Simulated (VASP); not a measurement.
A run of VASP 6.6.1 is set up as follows.

Contents of INCAR:

```
PREC = Accurate ; ENCUT = 520
EDIFF = 1E-7 ; ISMEAR = 0
SIGMA = 0.1 ; LREAL = False
LASPH = True ; NELM = 80
ALGO = Normal ; ISIF = 2
LWAVE = False ; LCHARG = False
GGA = PS ; NBANDS = 22
```

File KPOINTS:

```
Automatic mesh
0
Gamma
  24 24 14
```

Contents of POSCAR:

```
Ti2O
1.0
    2.9193980238      0.0000000000      0.0000000000
   -1.4596990119      2.5282728524      0.0000000000
    0.0000000000      0.0000000000      4.7130000000
Ti O
2 1
Direct
    0.6666666667      0.3333333333      0.2787400000
    0.3333333333      0.6666666667      0.7212600000
    0.0000000000      0.0000000000      0.0000000000
```

Potentials or basis: VASP PAW PBE potentials, release 64 (Ti_sv, O).

The run is started by

```console
$ cat potpaw_PBE.64/Ti_sv/POTCAR potpaw_PBE.64/O/POTCAR > POTCAR
$ mpirun -np 1 vasp_std > vasp.out
```

Problem. Predict the largest force.

Solution. 1.279 eV/Å.

Problem. Predict the pressure.

Solution. 4.7 GPa.

Problem. Predict the band gap on the k mesh.

Solution. Zero (bands 15 and 16 overlap by 0.94 eV).

Forces in eV/Å, atoms in the order of the input:
```
Ti   0.000  0.000 -1.279
Ti   0.000  0.000  1.279
O    0.000  0.000  0.000
```

Caveat: the cell stands under pressure; the PAW data sets were made with another functional, which shifts forces and pressure a little.
